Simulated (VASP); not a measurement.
# Zr2BiN2 (P4/mmm) in VASP: notebook

The runs below take Zr2BiN2 through single point, with PBE.

Everything below comes from runs of VASP 6.6.1. Logs are shortened: lines on timing, memory, paths and dates and some standing lists are left out, and cuts for length are marked.

**1. The cell of the first run**

The structure is tetragonal, space group P4/mmm (No. 123). The conventional cell has a = 4.508 Å, b = 4.508 Å, c = 4.438 Å, α = 90.00°, β = 90.00°, γ = 90.00°. Within 2.9 Å of Zr (site symmetry mmm) lie 2 N at 2.22 Å and 2 Bi at 2.25 Å. Within 3.0 Å of Bi (site symmetry 4/mmm) lie 4 Zr at 2.25 Å. Within 2.9 Å of N (site symmetry mmm) lie 2 Zr at 2.22 Å.

**2. Single point, PBE**

Input file INCAR:

```
  PREC = Accurate
  ENCUT = 520
  EDIFF = 1E-7
  ISMEAR = 0
  SIGMA = 0.1
  LREAL = F
  LASPH = T
  NELM = 60
  ALGO = Normal
  ISIF = 2
  LWAVE = F
  LCHARG = T
  GGA = PE
  LELF = T
  LVHAR = T
  NBANDS = 32
```

Input file KPOINTS:

```
regular mesh
0
Gamma
  4 4 4
```

Input file POSCAR:

```
Zr2BiN2
1.0
    4.5077613900      0.0000000000      0.0000000000
    0.0000000000      4.5077613900      0.0000000000
    0.0000000000      0.0000000000      4.4383266600
Zr Bi N
2 1 2
Direct
    0.5000000000      0.0000000000      0.0000000000
    0.0000000000      0.5000000000      0.0000000000
    0.5000000000      0.5000000000      0.0000000000
    0.5000000000      0.0000000000      0.5000000000
    0.0000000000      0.5000000000      0.5000000000
```

Potentials or basis: VASP PAW PBE potentials, release 64 (Zr_sv, Bi_d, N).

Launch:

```
> cat potpaw_PBE.64/Zr_sv/POTCAR potpaw_PBE.64/Bi_d/POTCAR potpaw_PBE.64/N/POTCAR > POTCAR
> mpirun -np 1 vasp_std > vasp.out
```

OUTCAR:

```text
PREC = Accurate
   ENCUT = 520
   EDIFF = 1E-7
   ISMEAR = 0
   LREAL = F
   LASPH = T
   NELM = 60
   ISIF = 2
   GGA = PE

 ion  position               nearest neighbor table
   1  0.500  0.000  0.000-   4 2.22   4 2.22   3 2.25   3 2.25   2 3.19   2 3.19   2 3.19   2 3.19

   2  0.000  0.500  0.000-   5 2.22   5 2.22   3 2.25   3 2.25   1 3.19   1 3.19   1 3.19   1 3.19

   3  0.500  0.500  0.000-   1 2.25   2 2.25   1 2.25   2 2.25
   4  0.500  0.000  0.500-   1 2.22   1 2.22
   5  0.000  0.500  0.500-   2 2.22   2 2.22

  LATTYP: Found a simple tetragonal cell.
 ALAT       =     4.5077613900
 C/A-ratio  =     0.9845966270

  Lattice vectors:

 A1 = (   4.5077613900,   0.0000000000,   0.0000000000)
 A2 = (   0.0000000000,   4.5077613900,   0.0000000000)
 A3 = (   0.0000000000,   0.0000000000,   4.4383266600)

Analysis of symmetry for initial positions (statically):
=====================================================================
 Subroutine PRICEL returns:
 Original cell was already a primitive cell.

 Routine SETGRP: Setting up the symmetry group for a
 simple tetragonal supercell.

 Subroutine GETGRP returns: Found 16 space group operations
 (whereof 16 operations were pure point group operations)
 out of a pool of 16 trial point group operations.

The static configuration has the point symmetry D_4h.

Analysis of symmetry for dynamics (positions and initial velocities):
=====================================================================
 Subroutine PRICEL returns:
 Original cell was already a primitive cell.

 Routine SETGRP: Setting up the symmetry group for a
 simple tetragonal supercell.

 Subroutine GETGRP returns: Found 16 space group operations
 (whereof 16 operations were pure point group operations)
 out of a pool of 16 trial point group operations.

The dynamic configuration has the point symmetry D_4h.

 Subroutine INISYM returns: Found 16 space group operations
 (whereof 16 operations are pure point group operations),
 and found     1 'primitive' translations

----------------------------------------------------------------------------------------

                                     Primitive cell

  volume of cell :      90.1864

  direct lattice vectors                    reciprocal lattice vectors
     4.507761390  0.000000000  0.000000000     0.221839604  0.000000000  0.000000000
     0.000000000  4.507761390  0.000000000     0.000000000  0.221839604  0.000000000
     0.000000000  0.000000000  4.438326660     0.000000000  0.000000000  0.225310140

  length of vectors
     4.507761390  4.507761390  4.438326660     0.221839604  0.221839604  0.225310140

  position of ions in fractional coordinates (direct lattice)
     0.500000000  0.000000000  0.000000000
     0.000000000  0.500000000  0.000000000
     0.500000000  0.500000000  0.000000000
     0.500000000  0.000000000  0.500000000
     0.000000000  0.500000000  0.500000000

  ion indices of the primitive-cell ions
   primitive index   ion index
                 1           1
                 2           2
                 3           3
                 4           4
                 5           5

----------------------------------------------------------------------------------------

 KPOINTS: regular mesh

Automatic generation of k-mesh.
 Grid dimensions read from file:
 generate k-points for:    4    4    4

 Generating k-lattice:

  Cartesian coordinates                     Fractional coordinates (reciprocal lattice)
     0.055459901  0.000000000  0.000000000     0.250000000  0.000000000  0.000000000
     0.000000000  0.055459901  0.000000000     0.000000000  0.250000000  0.000000000
     0.000000000  0.000000000  0.056327535     0.000000000  0.000000000  0.250000000

  Length of vectors
     0.055459901  0.055459901  0.056327535

  Shift w.r.t. Gamma in fractional coordinates (k-lattice)
     0.000000000  0.000000000  0.000000000

 Subroutine IBZKPT returns following result:
 ===========================================

 Found     18 irreducible k-points:

 Following reciprocal coordinates:
            Coordinates               Weight
  0.000000  0.000000  0.000000      1.000000
  0.250000  0.000000  0.000000      4.000000
  0.500000  0.000000  0.000000      2.000000
  0.250000  0.250000  0.000000      4.000000
  0.500000  0.250000  0.000000      4.000000
  0.500000  0.500000  0.000000      1.000000
[... 10 lines left out ...]
  0.500000  0.250000  0.500000      4.000000
  0.500000  0.500000  0.500000      1.000000
   k-points           NKPTS =     18   k-points in BZ     NKDIM =     18   number of bands    NBANDS=     32
   number of dos      NEDOS =    301   number of ions     NIONS =      5
   total plane-waves  NPLWV =  46656
   dimension x,y,z NGX =    36 NGY =   36 NGZ =   36
   dimension x,y,z NGXF=    72 NGYF=   72 NGZF=   72
   ions per type =               2   1   2
   NGX,Y,Z   is equivalent  to a cutoff of  13.28, 13.28, 13.48 a.u.
   NGXF,Y,Z  is equivalent  to a cutoff of  26.55, 26.55, 26.97 a.u.
 SYSTEM =  unknown system
   PREC   = accura    normal or accurate (medium, high low for compatibility)
   ISTART =      0    job   : 0-new  1-cont  2-samecut
   ICHARG =      2    charge: 1-file 2-atom 10-const
   ISPIN  =      1    spin polarized calculation?
   LNONCOLLINEAR =      F non collinear calculations
   LSORBIT =      F    spin-orbit coupling
   LASPH  =      T    aspherical Exc in radial PAW
   ENCUT  =  520.0 eV  38.22 Ry    6.18 a.u.   8.38  8.38  8.25*2*pi/ulx,y,z
   NELM   =     60;   NELMIN=  2; NELMDL= -5     # of ELM steps
   EDIFF  = 0.1E-06   stopping-criterion for ELM
   LREAL  =      F    real-space projection
   EDIFFG = 0.1E-05   stopping-criterion for IOM
   NSW    =      0    number of steps for IOM
   IBRION =     -1    ionic relax: 0-MD 1-quasi-New 2-CG
   NFREE  =      0    steps in history (QN), initial steepest desc. (CG)
   ISIF   =      2    stress and relaxation
   ISYM   =      2    0-nonsym 1-usesym 2-fastsym
   POTIM  = 0.5000    time-step for ionic-motion
   TEBEG  =    0.0;   TEEND  =   0.0 temperature during run
   PSTRESS=    0.0 pullay stress
   NELECT =      49.0000    total number of electrons
   NUPDOWN=      -1.0000    fix difference up-down
   EMIN   =  10.00;   EMAX   =-10.00  energy-range for DOS
   EFERMI =   0.00;   METHOD = LEGACY
   ISMEAR =     0;   SIGMA  =   0.10  broadening in eV -4-tet -1-fermi 0-gaus
   EFERMI_NEDOS =   21; number of points for ismear=-14 and -15
   IALGO  =     38    algorithm
   IMIX   =      4    mixing-type and parameters
     AMIX     =   0.40;   BMIX     =  1.00
     AMIX_MAG =   1.60;   BMIX_MAG =  1.00
  volume/ion in A,a.u.               =      18.04       121.72
  Fermi-wavevector in a.u.,A,eV,Ry     =   1.335857  2.524403 24.279770  1.784513
  Thomas-Fermi vector in A             =   2.464528
   LORBIT       =      0    0 simple, 1 ext, 2 COOP (PROOUT), +10 PAW based schemes
   GGA     = PE    functional components
   LHFCALC =     F    Hartree Fock is set to
   AEXX    =    0.0000 exact exchange contribution
   IVDW    =     0    specifies the selected vdW correction
   LEPSILON=     F    determine dielectric tensor
   LRPA    =     F    only Hartree local field effects (RPA)
 non-spin polarized calculation
 Gauss-broadening in eV      SIGMA  =   0.10
  energy-cutoff  :      520.00
  volume of cell :       90.19
 maximum number of plane-waves:      2447
 NGX is ok and might be reduce to    36
   NGX = 17   NGY = 17   NGZ = 17

 number of electron      49.0000003 magnetization

 Free energy of the ion-electron system (eV)
  ---------------------------------------------------
  ext. energy  EPLUGINS =         0.00000000
  ---------------------------------------------------
  free energy    TOTEN  =       -21.65435910 eV

  energy without entropy =      -21.63281495  energy(sigma->0) =      -21.64358702

 E-fermi :   7.1177     XC(G=0): -10.6603

 val. band max:        7.1117782939   @ k =   0.5000   0.0000   0.2500
 cond. band min:       7.1353244592   @ k =   0.5000   0.2500   0.0000
 fundamental gap:      0.0235461653
 Fermi energy:         7.1177437541

 k-point     1 :       0.0000    0.0000    0.0000
  band No.  band energies     occupation
      1     -41.3326      2.00000
      2     -41.2167      2.00000
      3     -20.5952      2.00000
      4     -20.5952      2.00000
      5     -19.1679      2.00000
      6     -19.1679      2.00000
[... 24 lines left out ...]
     31      10.3505      0.00000
     32      11.3615      0.00000

 k-point     2 :       0.2500    0.0000    0.0000
  band No.  band energies     occupation
      1     -41.3058      2.00000
      2     -41.2204      2.00000
      3     -21.4261      2.00000
      4     -20.5700      2.00000
      5     -19.3398      2.00000
      6     -19.2302      2.00000
[... 24 lines left out ...]
     31      10.8152      0.00000
     32      11.4108      0.00000

 k-point     3 :       0.5000    0.0000    0.0000
  band No.  band energies     occupation
      1     -41.2746      2.00000
      2     -41.2283      2.00000
      3     -22.0162      2.00000
      4     -20.5402      2.00000
      5     -19.4928      2.00000
      6     -19.2838      2.00000
[... 24 lines left out ...]
     31       9.3667      0.00000
     32      12.6454      0.00000

 k-point     4 :       0.2500    0.2500    0.0000
  band No.  band energies     occupation
      1     -41.2806      2.00000
      2     -41.2222      2.00000
      3     -21.4779      2.00000
      4     -21.3519      2.00000
      5     -19.6314      2.00000
      6     -19.2177      2.00000
[... 444 lines left out ...]
     31      11.4633      0.00000
     32      12.2043      0.00000

 k-point    17 :       0.5000    0.2500    0.5000
  band No.  band energies     occupation
      1     -41.2504      2.00000
      2     -41.2271      2.00000
      3     -22.0155      2.00000
      4     -21.3992      2.00000
      5     -19.7870      2.00000
      6     -19.3455      2.00000
[... 24 lines left out ...]
     31      12.0629      0.00000
     32      12.2009      0.00000

 k-point    18 :       0.5000    0.5000    0.5000
  band No.  band energies     occupation
      1     -41.2268      2.00000
      2     -41.2268      2.00000
      3     -22.0515      2.00000
      4     -21.9666      2.00000
      5     -19.9544      2.00000
      6     -19.3448      2.00000
[... 24 lines left out ...]
     31      12.6413      0.00000
     32      13.0188      0.00000

------------------------ aborting loop because EDIFF is reached ----------------------------------------

  FORCE on cell =-STRESS in cart. coord.  units (eV):
  Direction    XX          YY          ZZ          XY          YZ          ZX
  --------------------------------------------------------------------------------------
  -------------------------------------------------------------------------------------
  Total       61.0019306     61.0019306    -18.9827866      0.0000000     -0.0000000      0.0000000
  in kB     1083.7099497   1083.7099497   -337.2325180      0.0000000     -0.0000000      0.0000000
  external PRESSURE =     610.0624605 kB  Pullay stress =       0.0000000 kB

 VOLUME and BASIS-vectors are now :
 -----------------------------------------------------------------------------
  energy-cutoff  :      520.00
  volume of cell :       90.19
      direct lattice vectors                 reciprocal lattice vectors
     4.507761390  0.000000000  0.000000000     0.221839604  0.000000000  0.000000000
     0.000000000  4.507761390  0.000000000     0.000000000  0.221839604  0.000000000
     0.000000000  0.000000000  4.438326660     0.000000000  0.000000000  0.225310140

 POSITION                                       TOTAL-FORCE (eV/Angst)
 -----------------------------------------------------------------------------------
      2.25388      0.00000      0.00000         0.000000      0.000000      0.000000
      0.00000      2.25388      0.00000         0.000000      0.000000      0.000000
      2.25388      2.25388      0.00000         0.000000      0.000000      0.000000
      2.25388      0.00000      2.21916         0.000000      0.000000      0.000000
      0.00000      2.25388      2.21916         0.000000      0.000000      0.000000
 -----------------------------------------------------------------------------------
    total drift:                                0.000000      0.000000     -0.000000

  FREE ENERGIE OF THE ION-ELECTRON SYSTEM (eV)
  ---------------------------------------------------
  free  energy   TOTEN  =       -21.6543590990 eV

  energy  without entropy=      -21.6328149506  energy(sigma->0) =      -21.64358702
```

Run time: 37 s. Hardware: 1 thread of Intel Xeon Platinum 8488C (Sapphire Rapids), shared host; peak memory 0.22 GiB.

Results:

| Item | Value |
| --- | --- |
| Free energy | -21.6544 eV |
| Pressure | 61.0 GPa |

Levels at points of the mesh, in eV from the Fermi level:
| k point | band 23 | band 24 | band 25 | band 26 | band 27 | band 28 |
| --- | --- | --- | --- | --- | --- | --- |
| (0.00, 0.00, 0.00) | 0.23 | 0.23 | 0.66 | 0.66 | 1.50 | 2.34 |
| (0.50, 0.00, 0.00) | -0.74 | -0.28 | -0.12 | 0.66 | 0.97 | 1.26 |
| (0.50, 0.50, 0.00) | -0.58 | 0.16 | 0.16 | 0.32 | 0.39 | 0.67 |
| (0.00, 0.00, 0.50) | -1.09 | -0.57 | -0.57 | 1.19 | 1.19 | 3.46 |
| (0.50, 0.00, 0.50) | -1.84 | -1.54 | -0.24 | 0.57 | 1.68 | 2.23 |
| (0.50, 0.50, 0.50) | -0.84 | -0.05 | 0.21 | 0.21 | 1.41 | 2.34 |

Caveat: spin-orbit coupling is left out, which moves the levels of the heavy elements.

**3. Single point, PBE**

This run uses another cell than the first one, of 29.03 Å³/atom, 1.610 times its volume.

Input file INCAR:

```
PREC = Accurate
ENCUT = 520
EDIFF = 1E-7
ISMEAR = 0
SIGMA = 0.1
LREAL = F
LASPH = T
NELM = 100
ALGO = Normal
ISIF = 2
LWAVE = F
LCHARG = F
GGA = PE
NBANDS = 32
```

Input file KPOINTS:

```
Automatic mesh
0
Gamma
  4 4 4
```

POSCAR: that of step 2 with these lines changed.

```diff
@@ -2,5 +2,5 @@
 1.0
-    4.5077613900      0.0000000000      0.0000000000
-    0.0000000000      4.5077613900      0.0000000000
-    0.0000000000      0.0000000000      4.4383266600
+    6.0277861410      0.0000000000      0.0000000000
+    0.0000000000      6.0277861410      0.0000000000
+    0.0000000000      0.0000000000      3.9950083590
 Zr Bi N
```

Potentials or basis: VASP PAW PBE potentials, release 64 (Zr_sv, Bi_d, N).

Launch:

```
> cat potpaw_PBE.64/Zr_sv/POTCAR potpaw_PBE.64/Bi_d/POTCAR potpaw_PBE.64/N/POTCAR > POTCAR
> mpirun -np 1 vasp_std > vasp.out
```

It took 65 s on 1 thread of Intel Xeon Platinum 8488C (Sapphire Rapids), shared host; peak memory 0.29 GiB.

The run converged. Its results:

```yaml
Free_energy: -35.3934 eV
Pressure: 0.1 GPa
```

Stress tensor (GPa, compression positive):
```
0.02 0.00 0.00
0.00 0.02 0.00
0.00 0.00 0.38
```

Levels at points of the mesh, in eV from the Fermi level:
```tsv
k point	band 22	band 23	band 24	band 25	band 26	band 27
(0.00, 0.00, 0.00)	-0.34	-0.17	0.09	0.42	0.42	1.16
(0.50, 0.00, 0.00)	-0.14	-0.11	0.03	0.33	0.59	0.59
(0.50, 0.50, 0.00)	-0.89	-0.07	0.04	0.04	0.35	0.35
(0.00, 0.00, 0.50)	-2.63	-1.72	-0.97	-0.97	-0.34	-0.05
(0.50, 0.00, 0.50)	-2.83	-2.81	-1.44	-0.55	0.44	0.57
(0.50, 0.50, 0.50)	-2.96	-2.65	-2.52	0.15	0.61	0.61
```

Caveat: the k points lie up to 0.39 Å⁻¹ apart; spin-orbit coupling is left out, which moves the levels of the heavy elements.
